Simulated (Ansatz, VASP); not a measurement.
**One calculation of Si2Sn, two programs**

```
CELL_PARAMETERS angstrom
4.02883 0.00045 -0.00029
-2.01403 3.49342 0.00829
-0.00145 0.04989 21.00698
ATOMIC_POSITIONS crystal
Si 0.66595 0.33201 0.08825
Si 0.66619 0.33204 0.58825
Si 0.99958 0.99923 0.05635
Si 0.99987 0.99933 0.55635
Si 0.33408 0.66840 0.41175
Si 0.33393 0.66765 0.91175
Si 0.00048 0.00122 0.44366
Si 0.00025 0.00032 0.94365
Sn 0.33276 0.66555 0.28649
Sn 0.33289 0.66599 0.78650
Sn 0.66685 0.33372 0.21350
Sn 0.66716 0.33455 0.71350
```

Change from the starting cell: cell x2, atoms moved at random (sigma 0.15 Å) and cell strained at random (1.5 %), then relaxed without symmetry.

Alike in both runs: functional PBE; k mesh 6 × 6 × 1; occupations gaussian, width 0.2 eV; no spin polarisation.

Ansatz relaxed the structure, and its values are those at the end. VASP's run is a single point on that final structure, the one shown.

```csv
,VASP,Ansatz
version,VASP 6.6.1,Ansatz 0.2.0
potentials or method,"VASP PAW PBE potentials, release 64 (Si, Sn_d), cutoff 520 eV","scalar-relativistic, plane waves, PAW"
valence electrons in the cell,88,88
```

|  | VASP | Ansatz | Ansatz less VASP |
| --- | --- | --- | --- |
| gap on the k mesh at the Fermi level (eV) | none | none | - |
| pressure (GPa) | 0.0 | 0.0 | +0.08 |
| rms of the force components (eV/Å) | 0.007 | 0.007 | +0.0006 |

A gap of «none» marks a metal or a gap that the smearing closes.
